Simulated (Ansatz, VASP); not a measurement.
**Zr3S2: VASP beside Ansatz**

Contents of INCAR:

```
SYSTEM = Zr3S2
PREC     = Accurate       ! precision mode
ENCUT    = 600            ! plane-wave cutoff, eV
EDIFF    = 1E-6           ! SCF threshold, eV
ISMEAR   = 0              ! smearing method
SIGMA    = 0.1            ! smearing width, eV
LREAL    = .FALSE.        ! projectors in reciprocal space
LASPH    = .TRUE.         ! aspherical terms in the spheres
NELM     = 100            ! most SCF steps
ALGO     = Normal         ! electronic algorithm
ISIF     = 3              ! what is computed and relaxed
LWAVE    = .FALSE.        ! write WAVECAR
LCHARG   = .FALSE.        ! write CHGCAR
GGA      = PE             ! functional
IBRION   = 2              ! ionic algorithm
NSW      = 90             ! ionic steps
EDIFFG   = -0.04          ! ionic threshold
```

Contents of KPOINTS:

```
regular mesh
0
G
  6 6 2
  0 0 0
```

Contents of POSCAR:

```
Zr3S2
1.0
    3.9361163300      0.0000000000      0.0000000000
   -1.9680581600      3.4087767300      0.0000000000
    0.0000000000      0.0000000000      9.0244243400
Zr S
3 2
Direct
    0.3333333300      0.6666666700      0.9816251700
    0.6666666700      0.3333333300      0.9816251700
    0.0000000000      0.0000000000      0.5166572700
    0.3333333300      0.6666666700      0.2481642900
    0.6666666700      0.3333333300      0.2481642900
```

Input for Ansatz:

```yaml
crystal:
  lattice:
    - [3.93611633, 0.0, 0.0]
    - [-1.96805816, 3.40877673, 0.0]
    - [0.0, 0.0, 9.02442434]
  atoms:
    - { symbol: Zr, position: [0.33333333, 0.66666667, 0.98162517] }
    - { symbol: Zr, position: [0.66666667, 0.33333333, 0.98162517] }
    - { symbol: Zr, position: [0.0, 0.0, 0.51665727] }
    - { symbol: S, position: [0.33333333, 0.66666667, 0.24816429] }
    - { symbol: S, position: [0.66666667, 0.33333333, 0.24816429] }
basis:
  ecutwfc: 420
kpoints:
  mp_grid: { grid: [6, 6, 2] }
hamiltonian:
  xc: pbe
scf:
  occupations: { method: gaussian, width: 0.1 }
  lower_state_search: "off"
output:
  forces: true
  stress: true
  eigenvalues: true
relax:
  adjacent_minimum: "off"
  f_tol: 0.04
  max_steps: 70
  cell: { stress_tol: 0.4 }
```

Alike in both runs: task relaxation of cell and atoms; functional PBE; k mesh 6 × 6 × 2; occupations gaussian, width 0.1 eV; no spin polarisation.

```csv
,VASP,Ansatz
version,VASP 6.6.1,Ansatz 0.2.0
potentials or method,"VASP PAW PBE potentials, release 64 (Zr_sv, S), cutoff 600 eV","scalar-relativistic, plane waves, PAW"
valence electrons in the cell,48,48
```

Ansatz gave:

| Item | Value |
| --- | --- |
| gap on the k mesh at the Fermi level, each at its own relaxed structure (eV) | none |
| relaxed volume (Å³/atom) | 20.99 |
| relaxed cell length with the largest relative difference (Å) | 4.876 |

Question: Which values does VASP return?

Answer: gap on the k mesh at the Fermi level, each at its own relaxed structure (eV): none; relaxed volume (Å³/atom): 21.00; relaxed cell length with the largest relative difference (Å): 4.874.

A gap of «none» marks a metal or a gap that the smearing closes.
